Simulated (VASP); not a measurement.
# Ge (I4_1/amd) in VASP: further runs, part 3 of 3

VASP 6.6.1. The steps go on from the part before.

## Step 4: Single point, PBE (strain -0.080 along x and y, +0.040 along z)

Contents of INCAR:

```
ALGO     = Normal         # electronic algorithm
EDIFF    = 1E-6           # SCF threshold, eV
ENCUT    = 500            # plane-wave cutoff, eV
GGA      = PE             # functional
GGA_COMPAT= False        
ISIF     = 2              # what is computed and relaxed
ISMEAR   = 0              # smearing method
LASPH    = True           # aspherical terms in the spheres
LCHARG   = False          # write CHGCAR
LREAL    = False          # projectors in reciprocal space
LWAVE    = False          # write WAVECAR
NBANDS   = 21             # bands
NELM     = 120            # most SCF steps
PREC     = Accurate       # precision mode
SIGMA    = 0.15           # smearing width, eV
```

Contents of KPOINTS:

```
k-points
0
Gamma
  14 14 14
```

Contents of POSCAR:

```
Ge
1.0
    0.0000000000      2.6024684000      2.9419208000
    2.6024684000      0.0000000000      2.9419208000
    2.6024684000      2.6024684000      0.0000000000
Ge
2
Direct
    0.5000000000      0.5000000000      0.5000000000
    0.7500000000      0.7500000000      0.7500000000
```

Potentials or basis: VASP PAW PBE potentials, release 64 (Ge_d).

Launch:

```bash
$ cat potpaw_PBE.64/Ge_d/POTCAR > POTCAR
$ mpirun -np 1 vasp_std > vasp.out
```

OUTCAR:

```text
EDIFF = 1E-6
   ENCUT = 500
   GGA = PE
   ISIF = 2
   ISMEAR = 0
   LASPH = True
   LREAL = False
   NELM = 120
   PREC = Accurate

 ion  position               nearest neighbor table
   1  0.500  0.500  0.500-   2 2.36   2 2.36   2 2.36   2 2.36
   2  0.750  0.750  0.750-   1 2.36   1 2.36   1 2.36   1 2.36

  LATTYP: Found a body centered tetragonal cell.
 ALAT       =     3.6804461069
 C/A-ratio  =     1.5986762009

  Lattice vectors:

 A1 = (  -2.6024684000,   0.0000000000,   2.9419208000)
[... 190 lines left out ...]
      2     -18.7314      2.00000
      3     -18.6909      2.00000
      4     -18.6825      2.00000
      5     -18.6599      2.00000
      6     -18.4326      2.00000
[... 565 lines left out ...]
     20      16.1704      0.00000
     21      17.0074      0.00000

 [... further k-points ...]
[... 5 lines left out ...]
  --------------------------------------------------------------------------------------
  -------------------------------------------------------------------------------------
  Total        4.9422945      4.9422945      2.1976732      0.0000000     -0.0000000      0.0000000
  in kB      198.7043155    198.7043155     88.3571701      0.0000000     -0.0000000      0.0000000
  external PRESSURE =     161.9219337 kB  Pullay stress =       0.0000000 kB

 VOLUME and BASIS-vectors are now :
 -----------------------------------------------------------------------------
  energy-cutoff  :      500.00
  volume of cell :       39.85
      direct lattice vectors                 reciprocal lattice vectors
     0.000000000  2.602468400  2.941920800    -0.192125292  0.192125292  0.169956989
     2.602468400  0.000000000  2.941920800     0.192125292 -0.192125292  0.169956989
     2.602468400  2.602468400  0.000000000     0.192125292  0.192125292 -0.169956989

 POSITION                                       TOTAL-FORCE (eV/Angst)
 -----------------------------------------------------------------------------------
      2.60247      2.60247      2.94192         0.000000      0.000000      0.000000
      3.90370      3.90370      4.41288         0.000000      0.000000     -0.000000
 -----------------------------------------------------------------------------------
    total drift:                                0.000000     -0.000000     -0.000000

  FREE ENERGIE OF THE ION-ELECTRON SYSTEM (eV)
  ---------------------------------------------------
  free  energy   TOTEN  =        -8.5845158122 eV

  energy  without entropy=       -8.5826590639  energy(sigma->0) =       -8.58358744
```

OSZICAR:

```text
N       E                     dE             d eps       ncg     rms          rms(c)
DAV:   1     0.186132374502E+03    0.18613E+03   -0.14131E+04 11727   0.371E+03
DAV:   2     0.171936200188E+02   -0.16894E+03   -0.16343E+03 10273   0.604E+02
DAV:   3    -0.792575135767E+01   -0.25119E+02   -0.24958E+02 11728   0.138E+02
DAV:   4    -0.870244055432E+01   -0.77669E+00   -0.77627E+00 11576   0.290E+01
DAV:   5    -0.871428208819E+01   -0.11842E-01   -0.11841E-01 11751   0.386E+00    0.374E+00
DAV:   6    -0.862674926795E+01    0.87533E-01   -0.28663E-02 12588   0.144E+00    0.220E+00
DAV:   7    -0.858281935124E+01    0.43930E-01   -0.65309E-02 11558   0.218E+00    0.149E-01
DAV:   8    -0.858436453838E+01   -0.15452E-02   -0.60168E-03 11563   0.859E-01    0.475E-02
DAV:   9    -0.858451515470E+01   -0.15062E-03   -0.20632E-04 11613   0.110E-01    0.151E-02
DAV:  10    -0.858451581216E+01   -0.65746E-06   -0.96823E-06 13621   0.436E-02
   1 F= -.85845158E+01 E0= -.85835874E+01  d E =-.185675E-02
```

stdout:

```text
POSCAR found type information on POSCAR Ge
 POSCAR found :  1 types and       2 ions
 scaLAPACK will be used
 LDA part: xc-table for (Slater+PW92), standard interpolation
 POSCAR, INCAR and KPOINTS ok, starting setup
 FFT: planning ... GRIDC
 FFT: planning ... GRID_SOFT
 FFT: planning ... GRID
 WAVECAR not read
 entering main loop
```

Wall time 63 s (1 thread of Intel Xeon 6975P-C (Granite Rapids), shared host); peak memory 0.27 GiB.

What came out:

| Item | Value |
| --- | --- |
| Free energy | -8.5845 eV |
| Pressure | 16.2 GPa |
| Band gap on the k mesh | zero (band 14 reaches 6.73 eV, above the bottom of band 15 at 6.33 eV) |

Caveat: the cell differs from its parent crystal (strain -0.080 along x and y, +0.040 along z).

## Step 5: Single point, PBE (strain -0.080 along x and y, +0.080 along z)

Contents of INCAR:

```
  PREC = Accurate
  ENCUT = 500
  EDIFF = 1E-6
  ISMEAR = 0
  SIGMA = 0.15
  LREAL = F
  LASPH = T
  NELM = 120
  ALGO = Normal
  ISIF = 2
  LWAVE = F
  LCHARG = F
  GGA = PE
  NBANDS = 21
  GGA_COMPAT = F
```

Contents of KPOINTS:

```
regular mesh
0
Gamma
  14 14 14
```

Contents of POSCAR:

```
Ge
1.0
    0.0000000000      2.6024684000      3.0550716000
    2.6024684000      0.0000000000      3.0550716000
    2.6024684000      2.6024684000      0.0000000000
Ge
2
Direct
    0.5000000000      0.5000000000      0.5000000000
    0.7500000000      0.7500000000      0.7500000000
```

Launch:

```bash
$ cat potpaw_PBE.64/Ge_d/POTCAR > POTCAR
$ mpirun -np 1 vasp_std > vasp.out
```

Run time: 73 s. Hardware: 1 thread of Intel Xeon 6975P-C (Granite Rapids), shared host; peak memory 0.28 GiB.

The run converged. Its results:

* Free energy: -8.6357 eV
* Pressure: 11.6 GPa
* Band gap on the k mesh: zero (band 14 reaches 6.45 eV, above the bottom of band 15 at 5.81 eV)

Stress tensor (GPa, compression positive):
```
16.36  0.00  0.00
 0.00 16.36  0.00
 0.00  0.00  2.01
```

Levels at points of the mesh, in eV from the Fermi level:
```tsv
k point	band 12	band 13	band 14	band 15	band 16	band 17
(0.00, 0.00, 0.00)	-1.18	0.40	0.40	0.40	2.34	2.34
(0.50, 0.00, 0.00)	-8.16	-2.50	-0.77	-0.24	3.80	4.26
(0.50, 0.50, 0.00)	-9.95	-2.62	-2.62	1.50	1.50	9.91
(0.50, 0.00, 0.50)	-9.03	-3.84	-3.84	0.07	0.07	8.76
```

Caveat: the cell differs from its parent crystal (strain -0.080 along x and y, +0.080 along z).

## Step 6: Single point, PBE (strain +0.000 along x and y, -0.080 along z)

Contents of INCAR:

```
PREC = Accurate ; ENCUT = 500
EDIFF = 1E-6 ; ISMEAR = 0
SIGMA = 0.15 ; LREAL = False
LASPH = True ; NELM = 120
ALGO = Normal ; ISIF = 2
LWAVE = False ; LCHARG = True
GGA = PE ; LELF = True
LVHAR = True ; NBANDS = 21
GGA_COMPAT = False
```

KPOINTS is that of step 5.

Contents of POSCAR:

```
Ge
1.0
    0.0000000000      2.8287700000      2.6024684000
    2.8287700000      0.0000000000      2.6024684000
    2.8287700000      2.8287700000      0.0000000000
Ge
2
Direct
    0.5000000000      0.5000000000      0.5000000000
    0.7500000000      0.7500000000      0.7500000000
```

Potentials or basis: VASP PAW PBE potentials, release 64 (Ge_d).

Launch:

```bash
$ cat potpaw_PBE.64/Ge_d/POTCAR > POTCAR
$ mpirun -np 1 vasp_std > vasp.out
```

Wall time 66 s (1 thread of Intel Xeon 6975P-C (Granite Rapids), shared host); peak memory 0.27 GiB.

It converged, with:

```
Free energy            : -8.8087 eV
Pressure               : 11.0 GPa
Band gap on the k mesh : zero (band 14 reaches 6.26 eV, above the bottom of band 15 at 5.77 eV)
```

Stress tensor (GPa, compression positive):
```
 9.39  0.00  0.00
 0.00  9.39  0.00
 0.00  0.00 14.16
```

Levels at points of the mesh, in eV from the Fermi level:
| k point | band 10 | band 11 | band 12 | band 13 | band 14 | band 15 | band 16 | band 17 | band 18 | band 19 |
| --- | --- | --- | --- | --- | --- | --- | --- | --- | --- | --- |
| (0.00, 0.00, 0.00) | -24.70 | -13.50 | -0.28 | -0.28 | 0.34 | 0.69 | 2.27 | 2.69 | 2.69 | 6.57 |
| (0.50, 0.00, 0.00) | -24.66 | -11.19 | -8.08 | -1.99 | -1.23 | 0.24 | 3.42 | 4.17 | 7.18 | 10.47 |
| (0.50, 0.50, 0.00) | -24.68 | -8.98 | -8.98 | -3.85 | -3.85 | 0.11 | 0.11 | 10.15 | 10.15 | 12.51 |
| (0.50, 0.00, 0.50) | -24.65 | -9.44 | -9.44 | -3.21 | -3.21 | 0.82 | 0.82 | 9.71 | 9.71 | 11.73 |

Caveat: the cell differs from its parent crystal (strain +0.000 along x and y, -0.080 along z).

## Step 7: The runs side by side

| cell | gap on the mesh (eV) | pressure (GPa) |
| --- | --- | --- |
| a = 3.844, b = 3.844, c = 3.680 Å, angles 61.4, 61.4, 57.2°, 2 atoms | none | 21.7 |
| a = 3.761, b = 3.761, c = 3.840 Å, angles 59.3, 59.3, 61.4°, 2 atoms | none | 21.7 |
| a = 3.928, b = 3.928, c = 3.680 Å, angles 62.1, 62.1, 55.9°, 2 atoms | none | 16.2 |
| a = 4.013, b = 4.013, c = 3.680 Å, angles 62.7, 62.7, 54.6°, 2 atoms | none | 11.6 |
| a = 3.844, b = 3.844, c = 4.000 Å, angles 58.6, 58.6, 62.7°, 2 atoms | none | 11.0 |

Alike in all rows: task single point; level PBE; potentials or basis VASP PAW PBE potentials, release 64 (Ge_d); no spin polarisation; k mesh 14 × 14 × 14; cutoff (eV) 500; smearing gaussian 0.15 eV.

Total energies depend on the potentials used, so only differences within one code and one set of settings carry meaning.
